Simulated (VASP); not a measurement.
# Si4Hg (I4/mmm) in VASP: a series of runs

Runs on Si4Hg. Level: PBE. Tasks: single point, relaxation of cell and atoms.

Everything below comes from runs of VASP 6.6.1. Logs are shortened: lines on timing, memory, paths and dates and some standing lists are left out, and cuts for length are marked.

## 1. The cell of the first run

It takes space group I4/mmm (No. 139, tetragonal). Conventional cell: a = 4.518 Å, b = 4.518 Å, c = 9.058 Å, α = 90.00°, β = 90.00°, γ = 90.00°. Within 3.3 Å of Si (site symmetry -4m2) lie 8 Si at 2.50 to 3.19 Å and 4 Hg at 3.20 Å. Within 3.2 Å of Si (site symmetry 4mm) lie 5 Si at 2.39 to 2.50 Å. Within 4.2 Å of Hg (site symmetry 4/mmm) lie 18 Si at 3.20 to 3.41 Å.

The cell was built from a structure type or drawn by symmetry, and may not be a known phase.

## 2. Single point, PBE

Input file INCAR:

```
PREC     = Accurate       # precision mode
ENCUT    = 500            # plane-wave cutoff, eV
EDIFF    = 1E-6           # SCF threshold, eV
ISMEAR   = 0              # smearing method
SIGMA    = 0.1            # smearing width, eV
LREAL    = False          # projectors in reciprocal space
LASPH    = True           # aspherical terms in the spheres
NELM     = 120            # most SCF steps
ALGO     = Normal         # electronic algorithm
ISIF     = 2              # what is computed and relaxed
LWAVE    = False          # write WAVECAR
LCHARG   = True           # write CHGCAR
GGA      = PE             # functional
LELF     = True           # ELF
LVHAR    = True         
NBANDS   = 22             # bands
GGA_COMPAT= False
```

Input file KPOINTS:

```
regular mesh
0
Gamma
  12 12 12
```

Input file POSCAR:

```
Si4Hg
1.0
   -2.2589615256      2.2589615256      4.5289344254
    2.2589615256     -2.2589615256      4.5289344254
    2.2589615256      2.2589615256     -4.5289344254
Si Hg
4 1
Direct
    0.7500000000      0.2500000000      0.5000000000
    0.3679324441      0.3679324441      0.0000000000
    0.6320675559      0.6320675559      0.0000000000
    0.2500000000      0.7500000000      0.5000000000
    0.0000000000      0.0000000000      0.0000000000
```

Potentials or basis: VASP PAW PBE potentials, release 64 (Si, Hg).

Run with:

```console
$ cat potpaw_PBE.64/Si/POTCAR potpaw_PBE.64/Hg/POTCAR > POTCAR
$ mpirun -np 1 vasp_std > vasp.out
```

OUTCAR:

```text
PREC = Accurate
   ENCUT = 500
   EDIFF = 1E-6
   ISMEAR = 0
   LREAL = False
   LASPH = True
   NELM = 120
   ISIF = 2
   GGA = PE

 ion  position               nearest neighbor table
   1  0.750  0.250  0.500-   2 2.50   3 2.50   2 2.50   3 2.50   5 3.20   5 3.20   5 3.20   5 3.20

   2  0.368  0.368  0.000-   3 2.39   1 2.50   4 2.50   4 2.50   1 2.50   5 3.33   5 3.41   5 3.41
                             5 3.41   5 3.41
   3  0.632  0.632  0.000-   2 2.39   1 2.50   4 2.50   1 2.50   4 2.50   5 3.33   5 3.41   5 3.41
                             5 3.41   5 3.41
   4  0.250  0.750  0.500-   2 2.50   3 2.50   2 2.50   3 2.50   5 3.20   5 3.20   5 3.20   5 3.20

   5  0.000  0.000  0.000-   1 3.20   4 3.20   1 3.20   4 3.20   1 3.20   4 3.20   1 3.20   4 3.20
                             3 3.33   2 3.33   3 3.41   3 3.41   3 3.41   2 3.41   3 3.41   2 3.41

  LATTYP: Found a body centered tetragonal cell.
 ALAT       =     4.5179230512
 C/A-ratio  =     2.0048745293

  Lattice vectors:

 A1 = (  -2.2589615256,   2.2589615256,   4.5289344254)
 A2 = (   2.2589615256,  -2.2589615256,   4.5289344254)
 A3 = (   2.2589615256,   2.2589615256,  -4.5289344254)

Analysis of symmetry for initial positions (statically):
=====================================================================
 Subroutine PRICEL returns:
 Original cell was already a primitive cell.

 Routine SETGRP: Setting up the symmetry group for a
 body centered tetragonal supercell.

 Subroutine GETGRP returns: Found 16 space group operations
 (whereof 16 operations were pure point group operations)
 out of a pool of 16 trial point group operations.

The static configuration has the point symmetry D_4h.

Analysis of symmetry for dynamics (positions and initial velocities):
=====================================================================
 Subroutine PRICEL returns:
 Original cell was already a primitive cell.

 Routine SETGRP: Setting up the symmetry group for a
 body centered tetragonal supercell.

 Subroutine GETGRP returns: Found 16 space group operations
 (whereof 16 operations were pure point group operations)
 out of a pool of 16 trial point group operations.

The dynamic configuration has the point symmetry D_4h.

 Subroutine INISYM returns: Found 16 space group operations
 (whereof 16 operations are pure point group operations),
 and found     1 'primitive' translations

----------------------------------------------------------------------------------------

                                     Primitive cell

  volume of cell :      92.4429

  direct lattice vectors                    reciprocal lattice vectors
    -2.258961526  2.258961526  4.528934425     0.000000000  0.221340645  0.110401245
     2.258961526 -2.258961526  4.528934425     0.221340645  0.000000000  0.110401245
     2.258961526  2.258961526 -4.528934425     0.221340645  0.221340645  0.000000000

  length of vectors
     5.542297482  5.542297482  5.542297482     0.247346146  0.247346146  0.313022941

  position of ions in fractional coordinates (direct lattice)
     0.750000000  0.250000000  0.500000000
     0.367932444  0.367932444  0.000000000
     0.632067556  0.632067556  0.000000000
     0.250000000  0.750000000  0.500000000
     0.000000000  0.000000000  0.000000000

  ion indices of the primitive-cell ions
   primitive index   ion index
                 1           1
                 2           2
                 3           3
                 4           4
                 5           5

----------------------------------------------------------------------------------------

 KPOINTS: regular mesh

Automatic generation of k-mesh.
 Grid dimensions read from file:
 generate k-points for:   12   12   12

 Generating k-lattice:

  Cartesian coordinates                     Fractional coordinates (reciprocal lattice)
     0.000000000  0.018445054  0.009200104     0.083333333  0.000000000 -0.000000000
     0.018445054  0.000000000  0.009200104     0.000000000  0.083333333 -0.000000000
     0.018445054  0.018445054  0.000000000     0.000000000  0.000000000  0.083333333

  Length of vectors
     0.020612179  0.020612179  0.026085245

  Shift w.r.t. Gamma in fractional coordinates (k-lattice)
     0.000000000  0.000000000  0.000000000

 Subroutine IBZKPT returns following result:
 ===========================================

 Found    163 irreducible k-points:

 Following reciprocal coordinates:
            Coordinates               Weight
  0.000000  0.000000  0.000000      1.000000
  0.083333 -0.000000  0.000000      8.000000
  0.166667 -0.000000  0.000000      8.000000
  0.250000 -0.000000  0.000000      8.000000
  0.333333 -0.000000  0.000000      8.000000
  0.416667 -0.000000  0.000000      8.000000
[... 16 lines left out ...]
  0.500000  0.166667  0.000000     16.000000
 -0.416667  0.166667  0.000000     16.000000
 [... further k-points ...]
   k-points           NKPTS =    163   k-points in BZ     NKDIM =    163   number of bands    NBANDS=     22
   number of dos      NEDOS =    301   number of ions     NIONS =      5
   total plane-waves  NPLWV =  64000
   dimension x,y,z NGX =    40 NGY =   40 NGZ =   40
   dimension x,y,z NGXF=    80 NGYF=   80 NGZF=   80
   ions per type =               4   1
   NGX,Y,Z   is equivalent  to a cutoff of  12.00, 12.00, 12.00 a.u.
   NGXF,Y,Z  is equivalent  to a cutoff of  24.00, 24.00, 24.00 a.u.
 SYSTEM =  unknown system
   PREC   = accura    normal or accurate (medium, high low for compatibility)
   ISTART =      0    job   : 0-new  1-cont  2-samecut
   ICHARG =      2    charge: 1-file 2-atom 10-const
   ISPIN  =      1    spin polarized calculation?
   LNONCOLLINEAR =      F non collinear calculations
   LSORBIT =      F    spin-orbit coupling
   LASPH  =      T    aspherical Exc in radial PAW
   ENCUT  =  500.0 eV  36.75 Ry    6.06 a.u.  10.10 10.10 10.10*2*pi/ulx,y,z
   NELM   =    120;   NELMIN=  2; NELMDL= -5     # of ELM steps
   EDIFF  = 0.1E-05   stopping-criterion for ELM
   LREAL  =      F    real-space projection
   EDIFFG = 0.1E-04   stopping-criterion for IOM
   NSW    =      0    number of steps for IOM
   IBRION =     -1    ionic relax: 0-MD 1-quasi-New 2-CG
   NFREE  =      0    steps in history (QN), initial steepest desc. (CG)
   ISIF   =      2    stress and relaxation
   ISYM   =      2    0-nonsym 1-usesym 2-fastsym
   POTIM  = 0.5000    time-step for ionic-motion
   TEBEG  =    0.0;   TEEND  =   0.0 temperature during run
   PSTRESS=    0.0 pullay stress
   NELECT =      28.0000    total number of electrons
   NUPDOWN=      -1.0000    fix difference up-down
   EMIN   =  10.00;   EMAX   =-10.00  energy-range for DOS
   EFERMI =   0.00;   METHOD = LEGACY
   ISMEAR =     0;   SIGMA  =   0.10  broadening in eV -4-tet -1-fermi 0-gaus
   EFERMI_NEDOS =   21; number of points for ismear=-14 and -15
   IALGO  =     38    algorithm
   IMIX   =      4    mixing-type and parameters
     AMIX     =   0.40;   BMIX     =  1.00
     AMIX_MAG =   1.60;   BMIX_MAG =  1.00
  volume/ion in A,a.u.               =      18.49       124.77
  Fermi-wavevector in a.u.,A,eV,Ry     =   1.099435  2.077631 16.446146  1.208758
  Thomas-Fermi vector in A             =   2.235830
   LORBIT       =      0    0 simple, 1 ext, 2 COOP (PROOUT), +10 PAW based schemes
   GGA     = PE    functional components
   LHFCALC =     F    Hartree Fock is set to
   AEXX    =    0.0000 exact exchange contribution
   IVDW    =     0    specifies the selected vdW correction
   LEPSILON=     F    determine dielectric tensor
   LRPA    =     F    only Hartree local field effects (RPA)
 non-spin polarized calculation
 Gauss-broadening in eV      SIGMA  =   0.10
  energy-cutoff  :      500.00
  volume of cell :       92.44
 maximum number of plane-waves:      2373
   NGX = 21   NGY = 21   NGZ = 21

 number of electron      28.0000001 magnetization

 Free energy of the ion-electron system (eV)
  ---------------------------------------------------
  ext. energy  EPLUGINS =         0.00000000
  ---------------------------------------------------
  free energy    TOTEN  =       -20.37321148 eV

  energy without entropy =      -20.36686469  energy(sigma->0) =      -20.37003808

 E-fermi :   6.4915     XC(G=0): -10.4616

 val. band max:        6.4798181616   @ k =  -0.4167   0.1667   0.0000
 cond. band min:       6.5127157578   @ k =  -0.1667  -0.2500   0.0833
 fundamental gap:      0.0328975962
 Fermi energy:         6.4914520767

 k-point     1 :       0.0000    0.0000    0.0000
  band No.  band energies     occupation
      1      -6.0424      2.00000
      2      -0.6362      2.00000
      3      -0.5568      2.00000
      4      -0.5568      2.00000
      5      -0.3550      2.00000
      6      -0.1207      2.00000
[... 14 lines left out ...]
     21      14.2249      0.00000
     22      14.3707      0.00000

 k-point     2 :       0.0833   -0.0000    0.0000
  band No.  band energies     occupation
      1      -5.9843      2.00000
      2      -0.8204      2.00000
      3      -0.6220      2.00000
      4      -0.5423      2.00000
      5      -0.3553      2.00000
      6      -0.1323      2.00000
[... 14 lines left out ...]
     21      13.2795      0.00000
     22      13.9664      0.00000

 k-point     3 :       0.1667   -0.0000    0.0000
  band No.  band energies     occupation
      1      -5.8110      2.00000
      2      -1.3430      2.00000
      3      -0.6394      2.00000
      4      -0.5032      2.00000
      5      -0.3489      2.00000
      6      -0.1631      2.00000
[... 14 lines left out ...]
     21      12.0981      0.00000
     22      13.1059      0.00000
[... 476 lines left out ...]
 k-point    23 :       0.5000    0.1667    0.0000
  band No.  band energies     occupation
      1      -4.1214      2.00000
      2      -3.5872      2.00000
      3      -1.0390      2.00000
      4      -0.4937      2.00000
      5      -0.3536      2.00000
      6      -0.2330      2.00000
[... 14 lines left out ...]
     21      11.5121      0.00000
     22      12.6120      0.00000

 k-point    24 :      -0.4167    0.1667    0.0000
  band No.  band energies     occupation
      1      -4.6147      2.00000
      2      -3.0038      2.00000
      3      -0.9485      2.00000
      4      -0.5163      2.00000
      5      -0.3364      2.00000
      6      -0.2288      2.00000
[... 14 lines left out ...]
     21      11.8662      0.00000
     22      12.2757      0.00000

 [... further k-points ...]

------------------------ aborting loop because EDIFF is reached ----------------------------------------

  FORCE on cell =-STRESS in cart. coord.  units (eV):
  Direction    XX          YY          ZZ          XY          YZ          ZX
  --------------------------------------------------------------------------------------
  -------------------------------------------------------------------------------------
  Total        0.0092287      0.0092287      0.0450299      0.0000000      0.0000000      0.0000000
  in kB        0.1599480      0.1599480      0.7804365      0.0000000      0.0000000      0.0000000
  external PRESSURE =       0.3667775 kB  Pullay stress =       0.0000000 kB

 VOLUME and BASIS-vectors are now :
 -----------------------------------------------------------------------------
  energy-cutoff  :      500.00
  volume of cell :       92.44
      direct lattice vectors                 reciprocal lattice vectors
    -2.258961526  2.258961526  4.528934425     0.000000000  0.221340645  0.110401245
     2.258961526 -2.258961526  4.528934425     0.221340645  0.000000000  0.110401245
     2.258961526  2.258961526 -4.528934425     0.221340645  0.221340645  0.000000000

 POSITION                                       TOTAL-FORCE (eV/Angst)
 -----------------------------------------------------------------------------------
      0.00000      2.25896      2.26447         0.000000      0.000000     -0.000000
      0.00000      0.00000      3.33268        -0.000000     -0.000000      0.001999
      0.00000      0.00000      5.72519         0.000000      0.000000     -0.001999
      2.25896      0.00000      2.26447         0.000000      0.000000      0.000000
      0.00000      0.00000      0.00000         0.000000      0.000000     -0.000000
 -----------------------------------------------------------------------------------
    total drift:                               -0.000000     -0.000000     -0.000000

  FREE ENERGIE OF THE ION-ELECTRON SYSTEM (eV)
  ---------------------------------------------------
  free  energy   TOTEN  =       -20.3732114778 eV

  energy  without entropy=      -20.3668646876  energy(sigma->0) =      -20.37003808
```

Wall time 3.7 min (1 thread of AMD EPYC 9R45 (Zen 5), shared host); peak memory 0.4 GiB.

What came out:

- Free energy: -20.3732 eV
- Pressure: 0.0 GPa
- Band gap on the k mesh: zero (bands 14 and 15 overlap by 4.53 eV)

Caveat: spin-orbit coupling is left out, which moves the levels of the heavy elements.

## 3. Relaxation of cell and atoms, PBE

This run uses another cell than the first one, of 18.45 Å³/atom.

Input file INCAR:

```
SYSTEM = Si4Hg
ALGO = Normal ; EDIFF = 1E-7
EDIFFG = -0.01 ; ENCUT = 500
GGA = PE ; GGA_COMPAT = .FALSE.
IBRION = 2 ; ISIF = 3
ISMEAR = 0 ; LASPH = .TRUE.
LCHARG = .FALSE. ; LREAL = .FALSE.
LWAVE = .FALSE. ; NELM = 120
NELMIN = 4 ; NSW = 100
PREC = Accurate ; SIGMA = 0.1
```

Input file KPOINTS:

```
k-points
0
G
  12 12 12
  0 0 0
```

Input file POSCAR:

```
Si4Hg
1.0
   -2.2493770806      2.2493770806      4.5582493526
    2.2493770806     -2.2493770806      4.5582493526
    2.2493770806      2.2493770806     -4.5582493526
Si Hg
4 1
Direct
    0.7500000000      0.2500000000      0.5000000000
    0.3685937940      0.3685937940      0.0000000000
    0.6314062060      0.6314062060      0.0000000000
    0.2500000000      0.7500000000      0.5000000000
    0.0000000000      0.0000000000      0.0000000000
```

Potentials or basis: VASP PAW PBE potentials, release 64 (Si, Hg).

Run with:

```console
$ cat potpaw_PBE.64/Si/POTCAR potpaw_PBE.64/Hg/POTCAR > POTCAR
$ mpirun -np 1 vasp_std > vasp.out
```

It took 12 min on 1 thread of AMD EPYC 9R45 (Zen 5), shared host; peak memory 0.4 GiB.

It converged, with:

```yaml
Free_energy: -20.3732 eV
Relaxed_volume: 18.50 Å³/atom
Relaxed_cell: a = 5.544 Å, b = 5.544 Å, c = 5.544 Å, α = 131.91°, β = 131.91°, γ = 70.37°
Space_group_after_relaxing_to_0.1_Å: I4/mmm (No. 139)
Energy_gained_by_relaxing: 0.4 meV/atom
Ionic_steps: 5
Pressure_after_relaxing: 0.0 GPa
Largest_force_after_relaxing: 0.007 eV/Å
Band_gap_on_the_k_mesh: zero (bands 14 and 15 overlap by 4.53 eV)
```

Forces in eV/Å, atoms in the order of the input:
```
Si   0.000  0.000  0.000
Si   0.000  0.000 -0.007
Si   0.000  0.000  0.007
Si   0.000  0.000  0.000
Hg   0.000  0.000  0.000
```

Step by step:
| step | energy change (eV) | largest force (eV/Å) | pressure (GPa) | volume (Å³) |
| --- | --- | --- | --- | --- |
| 1 | 0.0000 | 0.0168 | 0.21 | 92.25 |
| 2 | -0.0012 | 0.0477 | -0.08 | 92.58 |
| 3 | -0.0013 | 0.0602 | -0.20 | 92.72 |
| 4 | -0.0018 | 0.0157 | -0.04 | 92.54 |
| 5 | -0.0018 | 0.0067 | 0.00 | 92.50 |

Final structure:
```cif
data_structure
_symmetry_space_group_name_H-M 'P 1'
_symmetry_Int_Tables_number 1
_cell_length_a 5.5444
_cell_length_b 5.5444
_cell_length_c 5.5444
_cell_angle_alpha 131.911
_cell_angle_beta 131.911
_cell_angle_gamma 70.369
_cell_volume 92.50
loop_
_atom_site_label
_atom_site_type_symbol
_atom_site_fract_x
_atom_site_fract_y
_atom_site_fract_z
_atom_site_occupancy
Si1 Si 0.75000 0.25000 0.50000 1
Si2 Si 0.36800 0.36800 0.00000 1
Si3 Si 0.63200 0.63200 0.00000 1
Si4 Si 0.25000 0.75000 0.50000 1
Hg1 Hg 0.00000 0.00000 0.00000 1
```

Levels at points of the mesh, in eV from the Fermi level:
```tsv
k point	band 12	band 13	band 14	band 15	band 16	band 17
(0.00, 0.00, 0.00)	-2.30	-2.14	-1.93	-1.93	0.20	1.72
(0.50, 0.00, 0.00)	-3.03	-2.70	-1.23	1.17	2.48	2.55
(0.50, 0.50, 0.00)	-1.76	-1.43	-0.29	0.96	3.21	3.38
(0.50, 0.50, 0.50)	-0.87	-0.29	-0.29	0.98	1.47	3.17
```

Caveat: spin-orbit coupling is left out, which moves the levels of the heavy elements.
